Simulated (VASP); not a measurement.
Here is a VASP 6.6.1 calculation.

The input INCAR:

```
SYSTEM = CaSiN
PREC = Accurate ; ENCUT = 520
EDIFF = 1E-6 ; ISMEAR = 0
SIGMA = 0.1 ; LREAL = .FALSE.
LASPH = .TRUE. ; NELM = 60
ALGO = Normal ; ISIF = 2
LWAVE = .FALSE. ; LCHARG = .FALSE.
GGA = PE ; NBANDS = 28
```

Contents of KPOINTS:

```
regular mesh
0
G
  6 6 4
  0 0 0
```

POSCAR

```
CaSiN
1.0
    4.2038112500      0.0000000000      0.0000000000
   -2.1019056300      3.6406073400      0.0000000000
    0.0000000000      0.0000000000      5.6652350800
Ca Si N
2 2 2
Direct
    0.3333333300      0.6666666700      0.7500000000
    0.6666666700      0.3333333300      0.2500000000
    0.3333333300      0.6666666700      0.2500000000
    0.6666666700      0.3333333300      0.7500000000
    0.0000000000      0.0000000000      0.0000000000
    0.0000000000      0.0000000000      0.5000000000
```

Potentials or basis: VASP PAW PBE potentials, release 64 (Ca_sv, Si, N).

The run is started by

```sh
$ cat potpaw_PBE.64/Ca_sv/POTCAR potpaw_PBE.64/Si/POTCAR potpaw_PBE.64/N/POTCAR > POTCAR
$ mpirun -np 1 vasp_std > vasp.out
```

**Question.** Predict the band gap on the k mesh.

**Answer.** Zero (band 19 reaches 7.06 eV, above the bottom of band 20 at 5.27 eV).

**Question.** What does it give for the pressure?

**Answer.** 16.4 GPa.

Stress tensor (GPa, compression positive):
```
20.05  0.00  0.00
 0.00 20.05  0.00
 0.00  0.00  9.11
```
